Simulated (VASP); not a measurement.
Set up this calculation in VASP 6.6.1, as the native input.

```yaml
Task: single point
Functional: r2SCAN
Potentials_or_basis: VASP PAW PBE potentials, release 64 (Se)
Cutoff: 550 eV
k_mesh: 4 × 4 × 2
Occupations: fermi-dirac, width 0.05 eV
Spin: no spin polarisation
Dipole_correction: no
Further_INCAR_settings: ALGO = Normal; EDIFF = 1e-06; NBANDS = 20
```

Crystal: Se.

```
CELL_PARAMETERS angstrom
1.39427 -4.03900 0.00000
1.39427 4.03900 0.00000
0.00000 0.00000 9.22686
ATOMIC_POSITIONS crystal
Se 0.93566 0.06434 0.12500
Se 0.06434 0.93566 0.37500
Se 0.93566 0.06434 0.62500
Se 0.06434 0.93566 0.87500
```

One way to write it, as run:

POSCAR

```
Se
1.0
    1.3942694300     -4.0390027700      0.0000000000
    1.3942694300      4.0390027700      0.0000000000
    0.0000000000      0.0000000000      9.2268628000
Se
4
Direct
    0.9356553200      0.0643446800      0.1250000000
    0.0643446800      0.9356553200      0.3750000000
    0.9356553200      0.0643446800      0.6250000000
    0.0643446800      0.9356553200      0.8750000000
```

INCAR.step1

```
PREC = Accurate
ENCUT = 550
ISMEAR = -1
SIGMA = 0.05
LREAL = False
LASPH = True
NELM = 120
NBANDS = 20
GGA = PE
ALGO = Normal
EDIFF = 1E-5
LWAVE = True
LCHARG = False
GGA_COMPAT = False
```

INCAR.step2

```
PREC = Accurate
ENCUT = 550
EDIFF = 1E-6
ISMEAR = -1
SIGMA = 0.05
LREAL = False
LASPH = True
NELM = 120
ALGO = Normal
ISIF = 2
LWAVE = False
LCHARG = False
METAGGA = R2SCAN
LMIXTAU = True
NBANDS = 20
ISTART = 1
GGA_COMPAT = False
```

KPOINTS

```
regular mesh
0
Gamma
  4 4 2
```

Potentials or basis: VASP PAW PBE potentials, release 64 (Se).

Command:

```sh
$ cat potpaw_PBE.64/Se/POTCAR > POTCAR
$ cp INCAR.step1 INCAR
$ mpirun -np 1 vasp_std > vasp.out
$ cp INCAR.step2 INCAR
$ mpirun -np 1 vasp_std > vasp.out
```

It gave:

| Item | Value |
| --- | --- |
| Pressure | 0.2 GPa |
| Largest force | 0.014 eV/Å |
| Band gap on the k mesh | zero (bands 12 and 13 overlap by 2.78 eV) |

Caveat: the k points lie up to 0.60 Å⁻¹ apart, too coarse for converged energies and pressures of a metal; the PAW data sets were made with another functional, which shifts forces and pressure a little.

It took 2.2 min on 1 thread of AMD EPYC 7R13 Processor (Zen 3), on a shared host, peak memory 0.28 GiB.
